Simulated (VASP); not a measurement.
Here is a VASP 6.6.1 calculation.

Contents of INCAR:

```
SYSTEM = Ga2O3
PREC     = Accurate       ! precision mode
ENCUT    = 520            ! plane-wave cutoff, eV
EDIFF    = 1E-6           ! SCF threshold, eV
ISMEAR   = 0              ! smearing method
SIGMA    = 0.01           ! smearing width, eV
LREAL    = Auto         
LASPH    = .True.         ! aspherical terms in the spheres
NELM     = 60             ! most SCF steps
ALGO     = Normal         ! electronic algorithm
ISIF     = 2              ! what is computed and relaxed
LWAVE    = .False.        ! write WAVECAR
LCHARG   = .False.        ! write CHGCAR
GGA      = PE             ! functional
NBANDS   = 202            ! bands
KPAR     = 2            
NCORE    = 2
```

KPOINTS

```
Automatic mesh
0
Gamma
  2 2 2
  0.5 0.5 0.5
```

The input POSCAR:

```
Ga2O3
1.0
   -4.8247076673     -1.5417565218     -5.7191861540
   -6.2274305802      4.6252695654     -0.0114918242
    1.4027229129      6.1670260872     -5.7076943298
Ga O
16 24
Direct
    0.7852032643      0.0349698665      0.4200734162
    0.0352032643      0.7849698665      0.1700734162
    0.2852032643      0.5349698665      0.9200734162
    0.5352032643      0.2849698665      0.6700734162
    0.4647967357      0.7150301335      0.3299265838
    0.7147967357      0.4650301335      0.0799265838
    0.9647967357      0.2150301335      0.8299265838
    0.2147967357      0.9650301335      0.5799265838
    0.5990255072      0.0839730347      0.0867766008
    0.8490255072      0.8339730347      0.8367766008
    0.0990255072      0.5839730347      0.5867766008
    0.3490255072      0.3339730347      0.3367766008
    0.6509744928      0.6660269653      0.6632233992
    0.9009744928      0.4160269653      0.4132233992
    0.1509744928      0.1660269653      0.1632233992
    0.4009744928      0.9160269653      0.9132233992
    0.0727806871      0.6002425599      0.8180132519
    0.3227806871      0.3502425599      0.5680132519
    0.5727806871      0.1002425599      0.3180132519
    0.8227806871      0.8502425599      0.0680132519
    0.1772193129      0.1497574401      0.9319867481
    0.4272193129      0.8997574401      0.6819867481
    0.6772193129      0.6497574401      0.4319867481
    0.9272193129      0.3997574401      0.1819867481
    0.8375442979      0.8150530756      0.5980962678
    0.0875442979      0.5650530756      0.3480962678
    0.3375442979      0.3150530756      0.0980962678
    0.5875442979      0.0650530756      0.8480962678
    0.4124557021      0.9349469244      0.1519037322
    0.6624557021      0.6849469244      0.9019037322
    0.9124557021      0.4349469244      0.6519037322
    0.1624557021      0.1849469244      0.4019037322
    0.7496446409      0.2583162201      0.9936739951
    0.9996446409      0.0083162201      0.7436739951
    0.2496446409      0.7583162201      0.4936739951
    0.4996446409      0.5083162201      0.2436739951
    0.5003553591      0.4916837799      0.7563260049
    0.7503553591      0.2416837799      0.5063260049
    0.0003553591      0.9916837799      0.2563260049
    0.2503553591      0.7416837799      0.0063260049
```

Potentials or basis: VASP PAW PBE potentials, release 64 (Ga_d, O).

Command:

```sh
$ cat potpaw_PBE.64/Ga_d/POTCAR potpaw_PBE.64/O/POTCAR > POTCAR
$ mpirun -np 4 vasp_std > vasp.out
```

Q: What does it give for the band gap on the k mesh?

A: 2.94 eV.

Q: Predict the largest force.

A: 0.024 eV/Å.

Q: What does it give for the pressure?

A: 0.6 GPa.

Stress tensor (GPa, compression positive):
```
0.56 0.01 0.02
0.01 0.73 0.01
0.02 0.01 0.59
```

Caveat: a shifted mesh leaves out Γ, where band edges can lie. A k mesh can miss the band edges.
